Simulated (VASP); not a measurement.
# AgBr (Fm-3m) in VASP: a series of runs

AgBr is run at these levels: PBE, r2SCAN, HSE06; tasks: single point.

Everything below comes from runs of VASP 6.6.1. Logs are shortened: lines on timing, memory, paths and dates and some standing lists are left out, and cuts for length are marked.

## Step 1: The cell of the first run

The structure is cubic, space group Fm-3m (No. 225). Conventional cell: a = 5.786 Å, b = 5.786 Å, c = 5.786 Å, α = 90.00°, β = 90.00°, γ = 90.00°. Within 3.8 Å of Ag (site symmetry m-3m) lie 6 Br at 2.89 Å. Br (site symmetry m-3m) has 6 Ag at 2.89 Å within 3.8 Å.

## Step 2: Single point, PBE

Input file INCAR:

```
SYSTEM = AgBr
ALGO = Normal
EDIFF = 1E-6
ENCUT = 500
GGA = PE
GGA_COMPAT = .False.
ISIF = 2
ISMEAR = 0
LASPH = .True.
LCHARG = .False.
LREAL = .False.
LWAVE = .False.
NBANDS = 16
NELM = 120
PREC = Accurate
SIGMA = 0.01
```

Input file KPOINTS:

```
k-points
0
Gamma
  6 6 6
  0 0 0
```

Input file POSCAR:

```
AgBr
1.0
    0.0000000000      2.8927622861      2.8927622861
    2.8927622861      0.0000000000      2.8927622861
    2.8927622861      2.8927622861      0.0000000000
Ag Br
1 1
Direct
    0.0000000000      0.0000000000      0.0000000000
    0.5000000000      0.5000000000      0.5000000000
```

Potentials or basis: VASP PAW PBE potentials, release 64 (Ag, Br).

Started as:

```console
$ cat potpaw_PBE.64/Ag/POTCAR potpaw_PBE.64/Br/POTCAR > POTCAR
$ mpirun -np 1 vasp_std > vasp.out
```

OUTCAR:

```text
SYSTEM = AgBr
   EDIFF = 1E-6
   ENCUT = 500
   GGA = PE
   ISIF = 2
   ISMEAR = 0
   LASPH = .True.
   LREAL = .False.
   NELM = 120
   PREC = Accurate

 ion  position               nearest neighbor table
   1  0.000  0.000  0.000-   2 2.89   2 2.89   2 2.89   2 2.89   2 2.89   2 2.89
   2  0.500  0.500  0.500-   1 2.89   1 2.89   1 2.89   1 2.89   1 2.89   1 2.89

  LATTYP: Found a face centered cubic cell.
 ALAT       =     5.7855245722

  Lattice vectors:

 A1 = (   0.0000000000,   2.8927622861,   2.8927622861)
 A2 = (   2.8927622861,   0.0000000000,   2.8927622861)
 A3 = (   2.8927622861,   2.8927622861,   0.0000000000)

Analysis of symmetry for initial positions (statically):
=====================================================================
 Subroutine PRICEL returns:
 Original cell was already a primitive cell.

 Routine SETGRP: Setting up the symmetry group for a
 face centered cubic supercell.

 Subroutine GETGRP returns: Found 48 space group operations
 (whereof 48 operations were pure point group operations)
 out of a pool of 48 trial point group operations.

The static configuration has the point symmetry O_h .

Analysis of symmetry for dynamics (positions and initial velocities):
=====================================================================
 Subroutine PRICEL returns:
 Original cell was already a primitive cell.

 Routine SETGRP: Setting up the symmetry group for a
 face centered cubic supercell.

 Subroutine GETGRP returns: Found 48 space group operations
 (whereof 48 operations were pure point group operations)
 out of a pool of 48 trial point group operations.

The dynamic configuration has the point symmetry O_h .

 Subroutine INISYM returns: Found 48 space group operations
 (whereof 48 operations are pure point group operations),
 and found     1 'primitive' translations

----------------------------------------------------------------------------------------

                                     Primitive cell

  volume of cell :      48.4137

  direct lattice vectors                    reciprocal lattice vectors
     0.000000000  2.892762286  2.892762286    -0.172845174  0.172845174  0.172845174
     2.892762286  0.000000000  2.892762286     0.172845174 -0.172845174  0.172845174
     2.892762286  2.892762286  0.000000000     0.172845174  0.172845174 -0.172845174

  length of vectors
     4.090983658  4.090983658  4.090983658     0.299376623  0.299376623  0.299376623

  position of ions in fractional coordinates (direct lattice)
     0.000000000  0.000000000  0.000000000
[... 69 lines left out ...]
   EDIFF  = 0.1E-05   stopping-criterion for ELM
   LREAL  =      F    real-space projection
   EDIFFG = 0.1E-04   stopping-criterion for IOM
   NSW    =      0    number of steps for IOM
   IBRION =     -1    ionic relax: 0-MD 1-quasi-New 2-CG
   NFREE  =      0    steps in history (QN), initial steepest desc. (CG)
   ISIF   =      2    stress and relaxation
   ISYM   =      2    0-nonsym 1-usesym 2-fastsym
   POTIM  = 0.5000    time-step for ionic-motion
   TEBEG  =    0.0;   TEEND  =   0.0 temperature during run
   PSTRESS=    0.0 pullay stress
   NELECT =      18.0000    total number of electrons
   NUPDOWN=      -1.0000    fix difference up-down
   EMIN   =  10.00;   EMAX   =-10.00  energy-range for DOS
   EFERMI =   0.00;   METHOD = LEGACY
   ISMEAR =     0;   SIGMA  =   0.01  broadening in eV -4-tet -1-fermi 0-gaus
   EFERMI_NEDOS =   21; number of points for ismear=-14 and -15
   IALGO  =     38    algorithm
   IMIX   =      4    mixing-type and parameters
     AMIX     =   0.40;   BMIX     =  1.00
     AMIX_MAG =   1.60;   BMIX_MAG =  1.00
  volume/ion in A,a.u.               =      24.21       163.36
  Fermi-wavevector in a.u.,A,eV,Ry     =   1.177180  2.224548 18.854315  1.385753
  Thomas-Fermi vector in A             =   2.313531
   LORBIT       =      0    0 simple, 1 ext, 2 COOP (PROOUT), +10 PAW based schemes
   GGA     = PE    functional components
   LHFCALC =     F    Hartree Fock is set to
   AEXX    =    0.0000 exact exchange contribution
   IVDW    =     0    specifies the selected vdW correction
   LEPSILON=     F    determine dielectric tensor
   LRPA    =     F    only Hartree local field effects (RPA)
 non-spin polarized calculation
 Gauss-broadening in eV      SIGMA  =   0.01
  energy-cutoff  :      500.00
  volume of cell :       48.41
 maximum number of plane-waves:      1247
 NGX is ok and might be reduce to    30
   NGX = 15   NGY = 15   NGZ = 15

 number of electron      18.0000004 magnetization

 Free energy of the ion-electron system (eV)
  ---------------------------------------------------
  ext. energy  EPLUGINS =         0.00000000
  ---------------------------------------------------
  free energy    TOTEN  =        -4.99421246 eV

  energy without entropy =       -4.99421246  energy(sigma->0) =       -4.99421246

 E-fermi :   3.4465     XC(G=0):  -9.7404

 val. band max:        3.3362295692   @ k =   0.5000   0.0000   0.0000
 cond. band min:       4.0129097573   @ k =   0.0000   0.0000   0.0000
 fundamental gap:      0.6766801881
 Fermi energy:         3.4465389386

 k-point     1 :       0.0000    0.0000    0.0000
  band No.  band energies     occupation
      1     -11.5946      2.00000
      2       0.6364      2.00000
      3       0.6364      2.00000
      4       0.6365      2.00000
      5       0.6365      2.00000
      6       0.6365      2.00000
[... 281 lines left out ...]
      3      -0.5253      2.00000
      4      -0.1959      2.00000
      5       1.0236      2.00000
      6       1.0249      2.00000
[... 8 lines left out ...]
     15      16.9366      0.00000
     16      18.1445      0.00000

------------------------ aborting loop because EDIFF is reached ----------------------------------------

  FORCE on cell =-STRESS in cart. coord.  units (eV):
  Direction    XX          YY          ZZ          XY          YZ          ZX
  --------------------------------------------------------------------------------------
  -------------------------------------------------------------------------------------
  Total        0.3555830      0.3555830      0.3555830     -0.0000000      0.0000000     -0.0000000
  in kB       11.7674755     11.7674755     11.7674755     -0.0000000      0.0000000     -0.0000000
  external PRESSURE =      11.7674755 kB  Pullay stress =       0.0000000 kB

 VOLUME and BASIS-vectors are now :
 -----------------------------------------------------------------------------
  energy-cutoff  :      500.00
  volume of cell :       48.41
      direct lattice vectors                 reciprocal lattice vectors
     0.000000000  2.892762286  2.892762286    -0.172845174  0.172845174  0.172845174
     2.892762286  0.000000000  2.892762286     0.172845174 -0.172845174  0.172845174
     2.892762286  2.892762286  0.000000000     0.172845174  0.172845174 -0.172845174

 POSITION                                       TOTAL-FORCE (eV/Angst)
 -----------------------------------------------------------------------------------
      0.00000      0.00000      0.00000         0.000000      0.000000      0.000000
      2.89276      2.89276      2.89276         0.000000      0.000000     -0.000000
 -----------------------------------------------------------------------------------
    total drift:                               -0.000000      0.000000      0.000000

  FREE ENERGIE OF THE ION-ELECTRON SYSTEM (eV)
  ---------------------------------------------------
  free  energy   TOTEN  =        -4.9942124645 eV

  energy  without entropy=       -4.9942124645  energy(sigma->0) =       -4.99421246
```

Run time: 8.9 s. Hardware: 1 thread of Intel Xeon Platinum 8559C (Emerald Rapids), shared host; peak memory 0.16 GiB.

Results:

| Item | Value |
| --- | --- |
| Free energy | -4.9942 eV |
| Pressure | 1.2 GPa |
| Band gap on the k mesh | 0.68 eV (least direct gap 2.53 eV) |

Levels at points of the mesh, in eV from the valence-band top:
```
           k point  band 5  band 6  band 7  band 8  band 9  band 10  band 11  band 12  band 13  band 14
(0.00, 0.00, 0.00)   -2.70   -2.70   -1.85   -1.85   -1.85     0.68     9.92     9.92     9.92    11.20
(0.50, 0.00, 0.00)   -2.41   -2.41   -2.08    0.00    0.00     3.80     6.45     6.81     6.81    12.20
(0.50, 0.50, 0.00)   -2.72   -2.55   -2.31   -2.31   -2.23     1.65     7.10     8.97    10.93    10.93
```

## Step 3: Single point, r2SCAN

POSCAR is that of step 2.

Input file INCAR.step1:

```
SYSTEM = AgBr
PREC = Accurate
ENCUT = 550
ISMEAR = 0
SIGMA = 0.01
LREAL = .False.
LASPH = .True.
NELM = 120
NBANDS = 16
GGA = PE
ALGO = Normal
EDIFF = 1E-5
LWAVE = .True.
LCHARG = .False.
GGA_COMPAT = .False.
```

Input file INCAR.step2:

```
SYSTEM = AgBr
PREC = Accurate
ENCUT = 550
EDIFF = 1E-6
ISMEAR = 0
SIGMA = 0.01
LREAL = .False.
LASPH = .True.
NELM = 120
ALGO = Normal
ISIF = 2
LWAVE = .False.
LCHARG = .True.
METAGGA = R2SCAN
LMIXTAU = .True.
LELF = .True.
LVHAR = .True.
NBANDS = 16
ISTART = 1
GGA_COMPAT = .False.
```

Input file KPOINTS:

```
Automatic mesh
0
Gamma
  6 6 6
  0 0 0
```

Potentials or basis: VASP PAW PBE potentials, release 64 (Ag, Br).

Started as:

```console
$ cat potpaw_PBE.64/Ag/POTCAR potpaw_PBE.64/Br/POTCAR > POTCAR
$ cp INCAR.step1 INCAR
$ mpirun -np 1 vasp_std > vasp.out
$ cp INCAR.step2 INCAR
$ mpirun -np 1 vasp_std > vasp.out
```

Run time: 31 s. Hardware: 1 thread of Intel Xeon Platinum 8559C (Emerald Rapids), shared host; peak memory 0.18 GiB.

Results (log left out):

```
Free energy            : -35.5136 eV
Pressure               : -0.1 GPa
Band gap on the k mesh : 1.25 eV (least direct gap 3.19 eV)
```

Levels at points of the mesh, in eV from the valence-band top:
| k point | band 5 | band 6 | band 7 | band 8 | band 9 | band 10 | band 11 | band 12 | band 13 | band 14 |
| --- | --- | --- | --- | --- | --- | --- | --- | --- | --- | --- |
| (0.00, 0.00, 0.00) | -2.67 | -2.67 | -1.94 | -1.94 | -1.94 | 1.25 | 10.42 | 10.42 | 10.42 | 11.65 |
| (0.50, 0.00, 0.00) | -2.40 | -2.40 | -2.06 | 0.00 | 0.00 | 4.30 | 7.08 | 7.41 | 7.41 | 12.74 |
| (0.50, 0.50, 0.00) | -2.81 | -2.52 | -2.30 | -2.30 | -2.19 | 2.19 | 7.45 | 9.61 | 11.77 | 11.77 |

Caveat: the PAW data sets were made with another functional, which shifts forces and pressure a little.

## Step 4: Single point, HSE06

POSCAR is that of step 3.

Input file INCAR.step1:

```
PREC = Accurate
ENCUT = 400
EDIFF = 1E-5
ISMEAR = 0
SIGMA = 0.01
LREAL = F
LASPH = T
NELM = 120
ALGO = Normal
ISIF = 2
LWAVE = T
LCHARG = F
NBANDS = 16
GGA = PE
GGA_COMPAT = F
```

Input file INCAR.step2:

```
PREC = Accurate
ENCUT = 400
EDIFF = 1E-6
ISMEAR = 0
SIGMA = 0.01
LREAL = F
LASPH = T
NELM = 120
ALGO = Normal
ISIF = 2
LWAVE = F
LCHARG = F
GGA = PE
LHFCALC = T
HFSCREEN = 0.2079
PRECFOCK = Normal
NBANDS = 16
ISTART = 1
GGA_COMPAT = F
```

Input file KPOINTS:

```
Automatic mesh
0
Gamma
  6 6 6
```

Started as:

```console
$ cat potpaw_PBE.64/Ag/POTCAR potpaw_PBE.64/Br/POTCAR > POTCAR
$ cp INCAR.step1 INCAR
$ mpirun -np 1 vasp_std > vasp.out
$ cp INCAR.step2 INCAR
$ mpirun -np 1 vasp_std > vasp.out
```

Wall time 18 min (1 thread of Intel Xeon Platinum 8559C (Emerald Rapids), shared host); peak memory 0.28 GiB.

The run converged. Its results:

```
Free energy            : -6.0993 eV
Pressure               : 0.6 GPa
Band gap on the k mesh : 2.01 eV (least direct gap 3.76 eV)
```

Levels at points of the mesh, in eV from the valence-band top:
| k point | band 6 | band 7 | band 8 | band 9 | band 10 | band 11 | band 12 | band 13 |
| --- | --- | --- | --- | --- | --- | --- | --- | --- |
| (0.00, 0.00, 0.00) | -3.22 | -1.75 | -1.75 | -1.75 | 2.01 | 11.31 | 11.31 | 11.31 |
| (0.50, 0.00, 0.00) | -2.94 | -2.46 | 0.00 | 0.00 | 5.03 | 8.23 | 8.23 | 8.25 |
| (0.50, 0.50, 0.00) | -2.84 | -2.76 | -2.69 | -2.69 | 3.08 | 8.29 | 10.53 | 12.68 |

Caveat: the PAW data sets were made with another functional, which shifts forces and pressure a little. A k mesh can miss the band edges.

## Step 5: Overview

```tsv
level	cutoff (eV)	grid for exact exchange (PRECFOCK)	share of exact exchange	screening parameter	gap on the mesh (eV)	pressure (GPa)
PBE	500	-	-	-	0.68	1.2
r2SCAN	550	-	-	-	1.25	-0.1
HSE06	400	Normal	0.25	0.2079 1/Å	2.01	0.6
```

Alike in all rows: task single point; potentials or basis VASP PAW PBE potentials, release 64 (Ag, Br); no spin polarisation; cell as given; k mesh 6 × 6 × 6; smearing gaussian 0.01 eV.

On the cell as given the gap runs from 0.68 eV (PBE) to 2.01 eV (HSE06). The pressure there spans -0.1 GPa (r2SCAN) to 1.2 GPa (PBE); a positive pressure means that this level wants a larger cell, a negative one a smaller.

Caveats: the PAW data sets were made with another functional, which shifts forces and pressure a little (at least some runs).

Total energies depend on the potentials used, so only differences within one code and one set of settings carry meaning.
